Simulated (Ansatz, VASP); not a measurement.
**Two plane-wave programs on Mo**

```
Mo
1.0
    -1.55836    1.55836    1.55836
     1.55836   -1.55836    1.55836
     1.55836    1.55836   -1.55836
Mo
1
Direct
  0.00000 0.00000 0.00000
```

Alike in both runs: functional PBEsol; dispersion D4; k mesh 18 × 18 × 18; occupations gaussian, width 0.1 eV; no spin polarisation.

Ansatz relaxed the structure, and its values are those at the end. VASP's run is a single point on that final structure, the one shown.

|  | VASP | Ansatz |
| --- | --- | --- |
| version | VASP 6.6.1 | Ansatz 0.2.0 |
| potentials or method | VASP PAW PBE potentials, release 64 (Mo_sv), cutoff 500 eV | scalar-relativistic, plane waves, PAW |
| valence electrons in the cell | 14 | 14 |

Ansatz gave:

```
gap on the k mesh at the Fermi level (eV) : none
pressure (GPa)                            : 0.0
```

Q: Which values does VASP return?

A: gap on the k mesh at the Fermi level (eV): none; pressure (GPa): 0.6.

VASP's potentials were made for PBE, not for PBEsol, and Ansatz warns of the same on its side. A gap of «none» marks a metal or a gap that the smearing closes.
